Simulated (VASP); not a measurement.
# SrAlO (P6_3/mmc) in VASP: relaxation of cell and atoms with PBE

Aim: the relaxation of cell and atoms of SrAlO with PBE.

Everything below comes from runs of VASP 6.6.1. Logs are shortened: lines on timing, memory, paths and dates and some standing lists are left out, and cuts for length are marked.

### Step 1. The cell of the first run

It takes space group P6_3/mmc (No. 194, hexagonal). Conventional cell: a = 4.384 Å, b = 4.384 Å, c = 6.773 Å, α = 90.00°, β = 90.00°, γ = 120.00°. Within 4.0 Å of Sr (site symmetry -3m) lie 6 Al at 3.05 Å and 6 O at 3.05 Å and 2 Sr at 3.39 Å. Within 3.4 Å of Al (site symmetry -6m2) lie 5 O at 2.53 to 3.39 Å and 6 Sr at 3.05 Å. Within 3.4 Å of O (site symmetry -6m2) lie 5 Al at 2.53 to 3.39 Å and 6 Sr at 3.05 Å.

The cell was generated, and may not be a known phase.

### Step 2. Relaxation of cell and atoms, PBE

INCAR

```
  ALGO = Normal
  EDIFF = 1E-6
  EDIFFG = -0.04
  ENCUT = 600
  GGA = PE
  IBRION = 2
  ISIF = 3
  ISMEAR = 0
  LASPH = T
  LCHARG = F
  LREAL = F
  LWAVE = F
  NELM = 60
  NSW = 90
  PREC = Accurate
  SIGMA = 0.1
```

KPOINTS

```
k-points
0
Gamma
  6 6 4
```

POSCAR

```
SrAlO
1.0
    4.3838368700      0.0000000000      0.0000000000
   -2.1919184400      3.7965141000      0.0000000000
    0.0000000000      0.0000000000      6.7733765800
Sr Al O
2 2 2
Direct
    0.0000000000      0.0000000000      0.5000000000
    0.0000000000      0.0000000000      0.0000000000
    0.6666666700      0.3333333300      0.7500000000
    0.3333333300      0.6666666700      0.2500000000
    0.6666666700      0.3333333300      0.2500000000
    0.3333333300      0.6666666700      0.7500000000
```

Potentials or basis: VASP PAW PBE potentials, release 64 (Sr_sv, Al, O).

Run with:

```
$ cat potpaw_PBE.64/Sr_sv/POTCAR potpaw_PBE.64/Al/POTCAR potpaw_PBE.64/O/POTCAR > POTCAR
$ mpirun -np 1 vasp_std > vasp.out
```

OUTCAR:

```text
EDIFF = 1E-6
   EDIFFG = -0.04
   ENCUT = 600
   GGA = PE
   IBRION = 2
   ISIF = 3
   ISMEAR = 0
   LASPH = T
   LREAL = F
   NELM = 60
   NSW = 90
   PREC = Accurate

 ion  position               nearest neighbor table
   1  0.000  0.000  0.500-   3 3.05   4 3.05   5 3.05   6 3.05   3 3.05   5 3.05   4 3.05   6 3.05
                             3 3.05   5 3.05   4 3.05   6 3.05   2 3.39   2 3.39
   2  0.000  0.000  0.000-   3 3.05   4 3.05   5 3.05   6 3.05   3 3.05   5 3.05   4 3.05   6 3.05
                             3 3.05   5 3.05   4 3.05   6 3.05   1 3.39   1 3.39
   3  0.667  0.333  0.750-   6 2.53   6 2.53   6 2.53   1 3.05   2 3.05   1 3.05   2 3.05   1 3.05
                             2 3.05
   4  0.333  0.667  0.250-   5 2.53   5 2.53   5 2.53   1 3.05   2 3.05   2 3.05   1 3.05   2 3.05
                             1 3.05
   5  0.667  0.333  0.250-   4 2.53   4 2.53   4 2.53   1 3.05   2 3.05   1 3.05   2 3.05   1 3.05
                             2 3.05
   6  0.333  0.667  0.750-   3 2.53   3 2.53   3 2.53   1 3.05   2 3.05   2 3.05   1 3.05   2 3.05
                             1 3.05

  LATTYP: Found a hexagonal cell.
 ALAT       =     4.3838368700
 C/A-ratio  =     1.5450795230

  Lattice vectors:

 A1 = (   4.3838368700,   0.0000000000,   0.0000000000)
 A2 = (  -2.1919184400,   3.7965141000,   0.0000000000)
 A3 = (   0.0000000000,   0.0000000000,   6.7733765800)

Analysis of symmetry for initial positions (statically):
=====================================================================
 Subroutine PRICEL returns:
 Original cell was already a primitive cell.

 Routine SETGRP: Setting up the symmetry group for a
 hexagonal supercell.

 Subroutine GETGRP returns: Found 24 space group operations
 (whereof 12 operations were pure point group operations)
 out of a pool of 24 trial point group operations.

The static configuration has the point symmetry D_3d.
 The point group associated with its full space group is D_6h.

Analysis of symmetry for dynamics (positions and initial velocities):
=====================================================================
 Subroutine PRICEL returns:
 Original cell was already a primitive cell.

 Routine SETGRP: Setting up the symmetry group for a
 hexagonal supercell.

 Subroutine GETGRP returns: Found 24 space group operations
 (whereof 12 operations were pure point group operations)
 out of a pool of 24 trial point group operations.

The dynamic configuration has the point symmetry D_3d.
 The point group associated with its full space group is D_6h.

 Subroutine INISYM returns: Found 24 space group operations
 (whereof 12 operations are pure point group operations),
 and found     1 'primitive' translations

----------------------------------------------------------------------------------------

                                     Primitive cell

  volume of cell :     112.7313

  direct lattice vectors                    reciprocal lattice vectors
     4.383836870  0.000000000  0.000000000     0.228110678  0.131699761  0.000000000
    -2.191918440  3.796514100  0.000000000     0.000000000  0.263399522  0.000000000
     0.000000000  0.000000000  6.773376580     0.000000000  0.000000000  0.147636853

  length of vectors
     4.383836870  4.383836876  6.773376580     0.263399523  0.263399522  0.147636853

  position of ions in fractional coordinates (direct lattice)
     0.000000000  0.000000000  0.500000000
     0.000000000  0.000000000  0.000000000
     0.666666670  0.333333330  0.750000000
     0.333333330  0.666666670  0.250000000
     0.666666670  0.333333330  0.250000000
     0.333333330  0.666666670  0.750000000

  ion indices of the primitive-cell ions
   primitive index   ion index
                 1           1
                 2           2
                 3           3
                 4           4
                 5           5
                 6           6

----------------------------------------------------------------------------------------

 KPOINTS: k-points

Automatic generation of k-mesh.
 Grid dimensions read from file:
 generate k-points for:    6    6    4

 Generating k-lattice:

  Cartesian coordinates                     Fractional coordinates (reciprocal lattice)
     0.038018446  0.021949960  0.000000000     0.166666667  0.000000000  0.000000000
     0.000000000  0.043899920  0.000000000     0.000000000  0.166666667  0.000000000
     0.000000000  0.000000000  0.036909213     0.000000000  0.000000000  0.250000000

  Length of vectors
     0.043899920  0.043899920  0.036909213

  Shift w.r.t. Gamma in fractional coordinates (k-lattice)
     0.000000000  0.000000000  0.000000000

 Subroutine IBZKPT returns following result:
 ===========================================

 Found     21 irreducible k-points:

 Following reciprocal coordinates:
            Coordinates               Weight
  0.000000  0.000000  0.000000      1.000000
  0.166667  0.000000  0.000000      6.000000
  0.333333  0.000000  0.000000      6.000000
  0.500000  0.000000  0.000000      3.000000
  0.166667  0.166667  0.000000      6.000000
  0.333333  0.166667  0.000000     12.000000
[... 13 lines left out ...]
  0.333333  0.166667  0.500000     12.000000
  0.333333  0.333333  0.500000      2.000000
   k-points           NKPTS =     21   k-points in BZ     NKDIM =     21   number of bands    NBANDS=     23
   number of dos      NEDOS =    301   number of ions     NIONS =      6
   total plane-waves  NPLWV =  69984
   dimension x,y,z NGX =    36 NGY =   36 NGZ =   54
   dimension x,y,z NGXF=    72 NGYF=   72 NGZF=  108
   ions per type =               2   2   2
   NGX,Y,Z   is equivalent  to a cutoff of  13.65, 13.65, 13.25 a.u.
   NGXF,Y,Z  is equivalent  to a cutoff of  27.30, 27.30, 26.51 a.u.
 SYSTEM =  unknown system
   PREC   = accura    normal or accurate (medium, high low for compatibility)
   ISTART =      0    job   : 0-new  1-cont  2-samecut
   ICHARG =      2    charge: 1-file 2-atom 10-const
   ISPIN  =      1    spin polarized calculation?
   LNONCOLLINEAR =      F non collinear calculations
   LSORBIT =      F    spin-orbit coupling
   LASPH  =      T    aspherical Exc in radial PAW
   ENCUT  =  600.0 eV  44.10 Ry    6.64 a.u.   8.76  8.76 13.53*2*pi/ulx,y,z
   NELM   =     60;   NELMIN=  2; NELMDL= -5     # of ELM steps
   EDIFF  = 0.1E-05   stopping-criterion for ELM
   LREAL  =      F    real-space projection
   EDIFFG = -.4E-01   stopping-criterion for IOM
   NSW    =     90    number of steps for IOM
   IBRION =      2    ionic relax: 0-MD 1-quasi-New 2-CG
   NFREE  =      1    steps in history (QN), initial steepest desc. (CG)
   ISIF   =      3    stress and relaxation
   ISYM   =      2    0-nonsym 1-usesym 2-fastsym
   POTIM  = 0.5000    time-step for ionic-motion
   TEBEG  =    0.0;   TEEND  =   0.0 temperature during run
   PSTRESS=    0.0 pullay stress
   NELECT =      38.0000    total number of electrons
   NUPDOWN=      -1.0000    fix difference up-down
   EMIN   =  10.00;   EMAX   =-10.00  energy-range for DOS
   EFERMI =   0.00;   METHOD = LEGACY
   ISMEAR =     0;   SIGMA  =   0.10  broadening in eV -4-tet -1-fermi 0-gaus
   EFERMI_NEDOS =   21; number of points for ismear=-14 and -15
   IALGO  =     38    algorithm
   IMIX   =      4    mixing-type and parameters
     AMIX     =   0.40;   BMIX     =  1.00
     AMIX_MAG =   1.60;   BMIX_MAG =  1.00
  volume/ion in A,a.u.               =      18.79       126.79
  Fermi-wavevector in a.u.,A,eV,Ry     =   1.139343  2.153046 17.661756  1.298102
  Thomas-Fermi vector in A             =   2.276047
   LORBIT       =      0    0 simple, 1 ext, 2 COOP (PROOUT), +10 PAW based schemes
   GGA     = PE    functional components
   LHFCALC =     F    Hartree Fock is set to
   AEXX    =    0.0000 exact exchange contribution
   IVDW    =     0    specifies the selected vdW correction
   LEPSILON=     F    determine dielectric tensor
   LRPA    =     F    only Hartree local field effects (RPA)
 conjugate gradient relaxation of ions
 non-spin polarized calculation
 Gauss-broadening in eV      SIGMA  =   0.10
  energy-cutoff  :      600.00
  volume of cell :      112.73
 maximum number of plane-waves:      3801
 NGX is ok and might be reduce to    36
   NGX = 17   NGY = 17   NGZ = 27

--------------------------------------- Ionic step        1  -------------------------------------------

 number of electron      37.9999992 magnetization

 Free energy of the ion-electron system (eV)
  ---------------------------------------------------
  ext. energy  EPLUGINS =         0.00000000
  ---------------------------------------------------
  free energy    TOTEN  =       -22.62366685 eV

  energy without entropy =      -22.58820407  energy(sigma->0) =      -22.60593546

------------------------ aborting loop because EDIFF is reached ----------------------------------------

  FORCE on cell =-STRESS in cart. coord.  units (eV):
  Direction    XX          YY          ZZ          XY          YZ          ZX
  --------------------------------------------------------------------------------------
  -------------------------------------------------------------------------------------
  Total       -0.8296321     -0.8296321     10.5076191      0.0000000     -0.0000000      0.0000000
  in kB      -11.7910241    -11.7910241    149.3379829      0.0000000     -0.0000000      0.0000000
  external PRESSURE =      41.9186449 kB  Pullay stress =       0.0000000 kB
[... 101 lines left out ...]
  FREE ENERGIE OF THE ION-ELECTRON SYSTEM (eV)
  ---------------------------------------------------
  free  energy   TOTEN  =       -24.6442158014 eV

  energy  without entropy=      -24.6195663230  energy(sigma->0) =      -24.63189106

 E-fermi :   3.7947     XC(G=0):  -9.0884

 val. band max:        3.7488939836   @ k =   0.1667   0.1667   0.2500
 cond. band min:       3.8029822418   @ k =   0.0000   0.0000   0.0000
 fundamental gap:      0.0540882582
 Fermi energy:         3.7946763625

 k-point     1 :       0.0000    0.0000    0.0000
  band No.  band energies     occupation
      1     -31.9299      2.00000
      2     -31.9292      2.00000
      3     -14.7099      2.00000
      4     -14.4560      2.00000
      5     -14.0285      2.00000
      6     -13.7543      2.00000
[... 535 lines left out ...]
     22       5.7291      0.00000
     23       6.0872      0.00000

[... ionic steps 4 to 8 ...]

--------------------------------------- Ionic step        9  -------------------------------------------

 number of electron      38.0000016 magnetization

------------------------ aborting loop because EDIFF is reached ----------------------------------------
[... 75 lines left out ...]
--------------------------------------- Ionic step       11  -------------------------------------------

 number of electron      38.0000016 magnetization

 Free energy of the ion-electron system (eV)
  ---------------------------------------------------
  ext. energy  EPLUGINS =         0.00000000
  ---------------------------------------------------
  free energy    TOTEN  =       -25.72966556 eV

  energy without entropy =      -25.70600484  energy(sigma->0) =      -25.71783520

 E-fermi :   4.7205     XC(G=0):  -9.5767

 val. band max:        4.6930153733   @ k =   0.3333   0.1667   0.5000
 cond. band min:       4.7374440104   @ k =   0.1667   0.1667   0.5000
 fundamental gap:      0.0444286371
 Fermi energy:         4.7204605588

 k-point     1 :       0.0000    0.0000    0.0000
  band No.  band energies     occupation
      1     -30.8110      2.00000
      2     -30.8093      2.00000
      3     -14.4506      2.00000
      4     -14.2258      2.00000
      5     -12.9982      2.00000
      6     -12.7363      2.00000
[... 568 lines left out ...]
  FREE ENERGIE OF THE ION-ELECTRON SYSTEM (eV)
  ---------------------------------------------------
  free  energy   TOTEN  =       -25.7296655641 eV

  energy  without entropy=      -25.7060048381  energy(sigma->0) =      -25.71783520

 reached required accuracy - stopping structural energy minimisation
```

Wall time 13 min (1 thread of Intel Xeon 8259CL, shared host); peak memory 0.31 GiB.

What came out:

- Free energy: -25.7297 eV
- Relaxed volume: 19.45 Å³/atom
- Relaxed cell: a = 3.740 Å, b = 3.740 Å, c = 9.635 Å, α = 90.00°, β = 90.00°, γ = 120.00°
- Space group after relaxing (to 0.1 Å): P6_3/mmc (No. 194)
- Energy gained by relaxing: 517.7 meV/atom
- Ionic steps: 11
- Pressure after relaxing: 0.0 GPa
- Band gap on the k mesh: zero (bands 19 and 20 overlap by 0.35 eV)

The path:
```csv
step,energy change (eV),largest force (eV/Å),pressure (GPa),volume (Å³)
1,0.0000,0.0000,4.19,112.73
2,-0.8594,0.0000,0.38,120.63
3,-2.0205,0.0000,-7.06,142.89
4,-2.4804,0.0000,-6.97,138.25
5,-2.6778,0.0000,-6.87,134.58
6,-2.7311,0.0000,-5.97,126.32
7,-2.7570,0.0000,-6.70,131.75
8,-3.0857,0.0000,-1.83,120.19
9,-3.1053,0.0000,-0.18,117.07
10,-3.1054,0.0000,-0.03,116.79
11,-3.1060,0.0000,-0.01,116.70
```

Final structure:
```
CELL_PARAMETERS angstrom
3.73975 0.00000 0.00000
-1.86987 3.23872 0.00000
0.00000 0.00000 9.63490
ATOMIC_POSITIONS crystal
Sr 0.00000 0.00000 0.50000
Sr 0.00000 0.00000 0.00000
Al 0.66667 0.33333 0.75000
Al 0.33333 0.66667 0.25000
O 0.66667 0.33333 0.25000
O 0.33333 0.66667 0.75000
```

Caveat: a cell axis changed by over 15 % at a fixed basis, so the end point is rough.

The gap in the log of VASP goes by the Fermi energy; the results here count the filled bands.